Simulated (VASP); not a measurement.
# MgO (Periclase) (Fm-3m) in VASP: G0W0 quasiparticle levels with PBEsol

Aim: the G0W0 quasiparticle levels of MgO (Periclase) with PBEsol.

Everything below comes from runs of VASP 6.6.1. Logs are shortened: lines on timing, memory, paths and dates and some standing lists are left out, and cuts for length are marked.

## (1) The cell of the first run

The structure is cubic, space group Fm-3m (No. 225). The conventional cell has a = 4.217 Å, b = 4.217 Å, c = 4.217 Å, α = 90.00°, β = 90.00°, γ = 90.00°. Mg (site symmetry m-3m) has 6 O at 2.11 Å within 2.8 Å. Within 2.8 Å of O (site symmetry m-3m) lie 6 Mg at 2.11 Å.

## (2) G0W0 quasiparticle levels, PBEsol

Input file POSCAR:

```
MgO
1.0
    0.0000000000      2.1085000000      2.1085000000
    2.1085000000      0.0000000000      2.1085000000
    2.1085000000      2.1085000000      0.0000000000
Mg O
1 1
Direct
    0.0000000000      0.0000000000      0.0000000000
    0.5000000000      0.5000000000      0.5000000000
```

Input file INCAR.step1:

```
  PREC = Accurate
  ENCUT = 500
  EDIFF = 1E-8
  ISMEAR = 0
  SIGMA = 0.01
  LREAL = F
  LASPH = T
  NELM = 60
  ALGO = Normal
  LWAVE = T
  LCHARG = F
  GGA = PS
```

Input file INCAR.step2:

```
  PREC = Accurate
  ENCUT = 500
  EDIFF = 1E-8
  ISMEAR = 0
  SIGMA = 0.01
  LREAL = F
  LASPH = T
  NELM = 1
  ALGO = Exact
  LWAVE = T
  LCHARG = F
  GGA = PS
  NBANDS = 104
  LOPTICS = T
  ISTART = 1
```

Input file INCAR.step3:

```
  PREC = Accurate
  ENCUT = 500
  EDIFF = 1E-8
  ISMEAR = 0
  SIGMA = 0.01
  LREAL = F
  LASPH = T
  ALGO = EVGW0
  LWAVE = F
  LCHARG = F
  GGA = PS
  NELMGW = 1
  NBANDS = 104
  ENCUTGW = 80.0
  NOMEGA = 48
  PRECFOCK = Fast
  ISTART = 1
  NBANDSGW = 12
```

Input file KPOINTS:

```
regular mesh
0
Gamma
  4 4 4
```

Potentials or basis: VASP PAW PBE potentials, release 64 (Mg_GW, O_GW).

Launch:

```sh
> cat potpaw_PBE.64/Mg_GW/POTCAR potpaw_PBE.64/O_GW/POTCAR > POTCAR
> cp INCAR.step1 INCAR
> mpirun -np 1 vasp_std > vasp.out
> cp INCAR.step2 INCAR
> mpirun -np 1 vasp_std > vasp.out
> cp INCAR.step3 INCAR
> mpirun -np 1 vasp_std > vasp.out
```

OUTCAR:

```text
PREC = Accurate
   ENCUT = 500
   EDIFF = 1E-8
   ISMEAR = 0
   LREAL = F
   LASPH = T
   GGA = PS
   NELMGW = 1
   ENCUTGW = 80.0
   PRECFOCK = Fast
   ISTART = 1

 ion  position               nearest neighbor table
   1  0.000  0.000  0.000-   2 2.11   2 2.11   2 2.11   2 2.11   2 2.11   2 2.11
   2  0.500  0.500  0.500-   1 2.11   1 2.11   1 2.11   1 2.11   1 2.11   1 2.11

  LATTYP: Found a face centered cubic cell.
 ALAT       =     4.2170000000

  Lattice vectors:

 A1 = (   0.0000000000,   2.1085000000,   2.1085000000)
 A2 = (   2.1085000000,   0.0000000000,   2.1085000000)
 A3 = (   2.1085000000,   2.1085000000,   0.0000000000)

Analysis of symmetry for initial positions (statically):
=====================================================================
 Subroutine PRICEL returns:
 Original cell was already a primitive cell.

 Routine SETGRP: Setting up the symmetry group for a
 face centered cubic supercell.

 Subroutine GETGRP returns: Found 48 space group operations
 (whereof 48 operations were pure point group operations)
 out of a pool of 48 trial point group operations.

The static configuration has the point symmetry O_h .

Analysis of symmetry for dynamics (positions and initial velocities):
=====================================================================
 Subroutine PRICEL returns:
 Original cell was already a primitive cell.

 Routine SETGRP: Setting up the symmetry group for a
 face centered cubic supercell.

 Subroutine GETGRP returns: Found 48 space group operations
 (whereof 48 operations were pure point group operations)
 out of a pool of 48 trial point group operations.

The dynamic configuration has the point symmetry O_h .

 Subroutine INISYM returns: Found 48 space group operations
 (whereof 48 operations are pure point group operations),
 and found     1 'primitive' translations

----------------------------------------------------------------------------------------

                                     Primitive cell

  volume of cell :      18.7478

  direct lattice vectors                    reciprocal lattice vectors
     0.000000000  2.108500000  2.108500000    -0.237135404  0.237135404  0.237135404
     2.108500000  0.000000000  2.108500000     0.237135404 -0.237135404  0.237135404
     2.108500000  2.108500000  0.000000000     0.237135404  0.237135404 -0.237135404

  length of vectors
     2.981869296  2.981869296  2.981869296     0.410730569  0.410730569  0.410730569

  position of ions in fractional coordinates (direct lattice)
     0.000000000  0.000000000  0.000000000
     0.500000000  0.500000000  0.500000000

  ion indices of the primitive-cell ions
   primitive index   ion index
                 1           1
                 2           2

----------------------------------------------------------------------------------------

 KPOINTS: regular mesh

Automatic generation of k-mesh.
 Grid dimensions read from file:
 generate k-points for:    4    4    4

 Generating k-lattice:

  Cartesian coordinates                     Fractional coordinates (reciprocal lattice)
    -0.059283851  0.059283851  0.059283851     0.250000000  0.000000000  0.000000000
     0.059283851 -0.059283851  0.059283851     0.000000000  0.250000000  0.000000000
     0.059283851  0.059283851 -0.059283851     0.000000000  0.000000000  0.250000000

  Length of vectors
     0.102682642  0.102682642  0.102682642

  Shift w.r.t. Gamma in fractional coordinates (k-lattice)
     0.000000000  0.000000000  0.000000000

 Subroutine IBZKPT returns following result:
 ===========================================

 Found      8 irreducible k-points:

 Following reciprocal coordinates:
            Coordinates               Weight
  0.000000  0.000000  0.000000      1.000000
  0.250000  0.000000  0.000000      8.000000
  0.500000  0.000000  0.000000      4.000000
  0.250000  0.250000  0.000000      6.000000
  0.500000  0.250000  0.000000     24.000000
 -0.250000  0.250000  0.000000     12.000000
  0.500000  0.500000  0.000000      3.000000
 -0.250000  0.500000  0.250000      6.000000
   k-points           NKPTS =      8   k-points in BZ     NKDIM =     64   number of bands    NBANDS=    104
   number of dos      NEDOS =    301   number of ions     NIONS =      2
   total plane-waves  NPLWV =  13824
   dimension x,y,z NGX =    24 NGY =   24 NGZ =   24
   dimension x,y,z NGXF=    48 NGYF=   48 NGZF=   48
   ions per type =               1   1
   NGX,Y,Z   is equivalent  to a cutoff of  13.38, 13.38, 13.38 a.u.
   NGXF,Y,Z  is equivalent  to a cutoff of  26.76, 26.76, 26.76 a.u.
 SYSTEM =  unknown system
   PREC   = accura    normal or accurate (medium, high low for compatibility)
   ISTART =      1    job   : 0-new  1-cont  2-samecut
   ICHARG =      0    charge: 1-file 2-atom 10-const
   ISPIN  =      1    spin polarized calculation?
   LNONCOLLINEAR =      F non collinear calculations
   LSORBIT =      F    spin-orbit coupling
   LASPH  =      T    aspherical Exc in radial PAW
   ENCUT  =  500.0 eV  36.75 Ry    6.06 a.u.   5.44  5.44  5.44*2*pi/ulx,y,z
   NELM   =     60;   NELMIN=  2; NELMDL=  0     # of ELM steps
   EDIFF  = 0.1E-07   stopping-criterion for ELM
   LREAL  =      F    real-space projection
   EDIFFG = 0.1E-06   stopping-criterion for IOM
   NSW    =      0    number of steps for IOM
   IBRION =     -1    ionic relax: 0-MD 1-quasi-New 2-CG
   NFREE  =      0    steps in history (QN), initial steepest desc. (CG)
   ISIF   =      0    stress and relaxation
   ISYM   =      3    0-nonsym 1-usesym 2-fastsym
   POTIM  = 0.5000    time-step for ionic-motion
   TEBEG  =    0.0;   TEEND  =   0.0 temperature during run
   PSTRESS=    0.0 pullay stress
   NELECT =       8.0000    total number of electrons
   NUPDOWN=      -1.0000    fix difference up-down
   EMIN   =  10.00;   EMAX   =-10.00  energy-range for DOS
   EFERMI =   0.00;   METHOD = LEGACY
   ISMEAR =     0;   SIGMA  =   0.01  broadening in eV -4-tet -1-fermi 0-gaus
   EFERMI_NEDOS =   21; number of points for ismear=-14 and -15
   IALGO  =     38    algorithm
   IMIX   =      4    mixing-type and parameters
     AMIX     =   0.40;   BMIX     =  1.00
     AMIX_MAG =   1.60;   BMIX_MAG =  1.00
  volume/ion in A,a.u.               =       9.37        63.26
  Fermi-wavevector in a.u.,A,eV,Ry     =   1.232503  2.329092 20.668107  1.519063
  Thomas-Fermi vector in A             =   2.367270
   LORBIT       =      0    0 simple, 1 ext, 2 COOP (PROOUT), +10 PAW based schemes
   GGA     = PS    functional components
   LHFCALC =     T    Hartree Fock is set to
   PRECFOCK=fast      Normal, Fast or Accurate (Low or Medium for compatibility)
   ENCUT4O =  -1.0   cutoff for four orbital integrals eV
   NKREDX  =     1    reduce k-point grid by
   NKREDY  =     1    reduce k-point grid by
   NKREDZ  =     1    reduce k-point grid by
   AEXX    =    1.0000 exact exchange contribution
   HFSCREEN=    0.0000 screening length (either q_TF or 0.3 A-1)
   HFSCREENC=   0.0000 screening length for correlation (either q_TF or 0.3 A-1)
   ENCUTFOCK=  -1.0 apply spherical cutoff to Coloumb kernel
   IVDW    =     0    specifies the selected vdW correction
   LEPSILON=     F    determine dielectric tensor
   LRPA    =     F    only Hartree local field effects (RPA)
   LRPAFORCE           =     F    calculate RPA forces
   ENCUTGW             =  80.0    cutoff for response function in eV
   ENCUTGWSOFT         =  64.0    soft cutoff for Coulomb kernel in GW response function in eV
   ENCUTLF             =  -1.0    cutoff for local field effects
   NELMGW              =     1    number of iterations in solving QP/BSE equation
   NELMHF              =     1    number of iterations in the inner HF iteration
   NKREDLFX            =     1    NKREDLFY  =   1   NKREDLFZ  =   1
 non-spin polarized calculation
 Gauss-broadening in eV      SIGMA  =   0.01
  energy-cutoff  :      500.00
  volume of cell :       18.75
 maximum number of plane-waves:       531
 NGX is ok and might be reduce to    24
  NGX = 12; NGY = 12; NGZ = 12
   NGX = 11   NGY = 11   NGZ = 11
 maximum number of plane-waves:        34
 NGX is ok and might be reduce to    10

 QP shifts <psi_nk| G(iteration)W_0 |psi_nk>: iteration 1
 for sc-GW calculations column KS-energies equals QP-energies in previous step
 and V_xc(KS)=  KS-energies - (<T + V_ion + V_H > + <T+V_H+V_ion>^1  + <V_x>^1)

 k-point   1 :       0.0000    0.0000    0.0000
  band No.  KS-energies  QP-energies   sigma(KS)   V_xc(KS)     V^pw_x(r,r')   Z            occupation Imag(sigma)

      1     -14.1442     -16.4427     -21.1311     -17.9198     -29.7628       0.7158       2.0000       1.1586
      2       3.0514       1.9007     -21.0630     -19.5956     -25.2149       0.7841       2.0000       0.1222
      3       3.0514       1.9007     -21.0630     -19.5956     -25.2149       0.7841       2.0000       0.1222
      4       3.0514       1.9007     -21.0630     -19.5956     -25.2149       0.7841       2.0000       0.1222
      5       7.6442       8.8271     -10.9411     -12.3661      -7.3460       0.8301       0.0000      -0.0698
      6      18.6582      20.0512      -7.6306      -9.3287      -3.0697       0.8203       0.0000      -0.1286
      7      18.6582      20.0512      -7.6306      -9.3287      -3.0697       0.8203       0.0000      -0.1286
      8      18.6582      20.0512      -7.6306      -9.3287      -3.0697       0.8203       0.0000      -0.1286
      9      22.4931      23.1122      -7.4973      -8.3027      -1.6907       0.7685       0.0000      -0.5169
     10      24.3699      26.0403      -8.0429     -10.0909      -3.2426       0.8156       0.0000      -0.1957
     11      24.3699      26.0403      -8.0429     -10.0909      -3.2426       0.8156       0.0000      -0.1957
     12      26.9184      28.5193      -7.6664      -9.6898      -1.8799       0.7912       0.0000      -0.5441

 k-point   2 :       0.2500    0.0000    0.0000
  band No.  KS-energies  QP-energies   sigma(KS)   V_xc(KS)     V^pw_x(r,r')   Z            occupation Imag(sigma)
[... 97 lines left out ...]
      1     -12.5167     -14.8507     -22.7732     -19.6149     -31.2741       0.7390       2.0000       0.9829
      2       0.0538      -1.5156     -18.1259     -16.0906     -22.3245       0.7711       2.0000       0.1492
      3       0.0538      -1.5156     -18.1259     -16.0906     -22.3245       0.7711       2.0000       0.1492
      4       1.2601      -0.1475     -19.2459     -17.4376     -23.4091       0.7785       2.0000       0.1364
      5      14.5238      16.1838     -10.9665     -13.0377      -6.7240       0.8015       0.0000      -0.1078
      6      14.5238      16.1838     -10.9665     -13.0377      -6.7240       0.8015       0.0000      -0.1078
      7      15.0801      16.8489      -9.4597     -11.6173      -5.2834       0.8198       0.0000      -0.0955
      8      18.3520      19.8504      -8.7082     -10.5785      -3.7712       0.8011       0.0000      -0.1753
      9      24.7493      26.2436      -8.6371     -10.5340      -3.0198       0.7878       0.0000      -0.4566
     10      24.7493      26.2436      -8.6371     -10.5340      -3.0198       0.7878       0.0000      -0.4566
     11      29.1964      31.1790      -8.7961     -11.1516      -3.4972       0.8417       0.0000      -0.6062
     12      31.7983      33.9659      -9.7842     -12.3715      -3.8419       0.8378       0.0000      -0.9781
```

Wall time 25 s (1 thread of Intel Xeon Platinum 8488C (Sapphire Rapids), shared host); peak memory 0.18 GiB.

What came out:

```yaml
Band_gap_on_the_k_mesh_mean-field_level: 4.59 eV, direct
Quasiparticle_gap: 6.93 eV
Least_direct_quasiparticle_gap: 6.93 eV
```

Levels at points of the mesh, in eV from the valence-band top:
```csv
k point,band 2,band 3,band 4,band 5,band 6,band 7
"(0.00, 0.00, 0.00)",0.00,0.00,0.00,4.59,15.61,15.61
"(0.50, 0.00, 0.00)",-4.67,-0.66,-0.66,7.72,12.46,16.09
"(0.50, 0.50, 0.00)",-4.14,-1.36,-1.36,8.91,9.82,12.93
```

Caveat: the k points lie up to 0.65 Å⁻¹ apart; bands, screening cutoff and mesh are small and nothing is extrapolated, so the quasiparticle values aren't converged.
